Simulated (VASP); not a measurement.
Here is a VASP 6.6.1 calculation.

Contents of INCAR:

```
PREC = Accurate ; ENCUT = 520
EDIFF = 1E-7 ; ISMEAR = -1
SIGMA = 0.1 ; LREAL = F
LASPH = T ; NELM = 100
ALGO = Normal ; ISIF = 2
LWAVE = F ; LCHARG = F
GGA = PS ; NBANDS = 30
```

Contents of KPOINTS:

```
regular mesh
0
Gamma
  13 13 3
```

The input POSCAR:

```
Ag
1.0
    2.8544791013      0.0000000000      0.0000000000
   -1.4272395507      2.4720514163      0.0000000000
    0.0000000000      0.0000000000      9.4391835769
Ag
4
Direct
    0.3333333333      0.6666666667      0.2500000000
    0.6666666667      0.3333333333      0.7500000000
    0.0000000000      1.0000000000      1.0000000000
    0.0000000000      1.0000000000      0.5000000000
```

Potentials or basis: VASP PAW PBE potentials, release 64 (Ag).

The run is started by

```bash
$ cat potpaw_PBE.64/Ag/POTCAR > POTCAR
$ mpirun -np 1 vasp_std > vasp.out
```

Predict the pressure.

-0.2 GPa.

What does it give for the band gap on the k mesh?

Zero (band 22 reaches 12.06 eV, above the bottom of band 23 at 5.48 eV).

Caveat: the PAW data sets were made with another functional, which shifts forces and pressure a little.
